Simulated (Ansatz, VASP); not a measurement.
**Si in VASP and in Ansatz**

```xyz
17
Lattice="0.0000 5.4300 5.4300 5.4300 0.0000 5.4300 5.4300 5.4300 0.0000" Properties=species:S:1:pos:R:3 pbc="T T T"
Si   -0.0042    0.0052   -0.0099
Si    1.3554    1.3264    1.3552
Si    2.7337    2.6970   -0.0255
Si    4.1046    4.0749    1.3548
Si    2.7215    0.0064    2.7125
Si    4.0729    1.3578    4.0672
Si    5.4243    2.7093    2.7128
Si    6.7878    4.0728    4.0309
Si   -0.0269    2.6880    2.7396
Si    1.3575    4.0725    4.1009
Si    2.7416    5.4565    2.7385
Si    4.0720    6.7871    4.0803
Si    2.7203    2.7108    5.4201
Si    4.0414    4.0704    6.7851
Si    5.4120    5.4487    5.4045
Si    6.7900    6.8196    6.7848
Si    1.3572    4.0722    1.3636
```

Alike in both runs: functional PBE; k mesh 2 × 2 × 2; occupations fermi-dirac, width 0.02 eV; no spin polarisation.

Ansatz relaxed the structure, and its values are those at the end. VASP's run is a single point on that final structure, the one shown.

|  | VASP | Ansatz |
| --- | --- | --- |
| version | VASP 6.6.1 | Ansatz 0.2.0 |
| potentials or method | VASP PAW PBE potentials, release 64 (Si), cutoff 520 eV | scalar-relativistic, plane waves, PAW |
| valence electrons in the cell | 68 | 68 |

```tsv
	VASP	Ansatz	Ansatz less VASP
rms of the force components (eV/Å)	0.008	0.008	-0.0002
```

With one functional, cell and mesh, what is left measures potentials, basis and numerics.

The k mesh is coarse, so the values compare programs but aren't converged.
